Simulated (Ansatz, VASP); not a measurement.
## One calculation of InP, two programs

```
In P
1.0
     0.00000    2.83158    2.50991
     2.83158    0.00000    2.50991
     2.83158    2.83158    0.00000
In P
1 1
Cartesian
  0.0000 0.0000 0.0000
  2.8316 2.8316 2.5099
```

Alike in both runs: task single point; functional PBE; k mesh 20 × 20 × 20; occupations gaussian, width 0.15 eV; no spin polarisation.

|  | VASP | Ansatz |
| --- | --- | --- |
| version | VASP 6.6.1 | Ansatz 0.2.0 |
| potentials or method | VASP PAW PBE potentials, release 64 (In_d, P), cutoff 520 eV | scalar-relativistic, plane waves, PAW |
| valence electrons in the cell | 18 | 18 |

Ansatz gave:

| Item | Value |
| --- | --- |
| gap on the k mesh at the Fermi level (eV) | none |
| pressure (GPa) | 7.2 |
| traceless stress, the component that is largest in VASP (GPa) | 13.96 |

Task: Which values does VASP return?

Result: gap on the k mesh at the Fermi level (eV): none; pressure (GPa): 7.2; traceless stress, the component that is largest in VASP (GPa): 13.87.

A gap of «none» marks a metal or a gap that the smearing closes. The functional is the same, so the differences come from potentials, cutoffs and numerics.
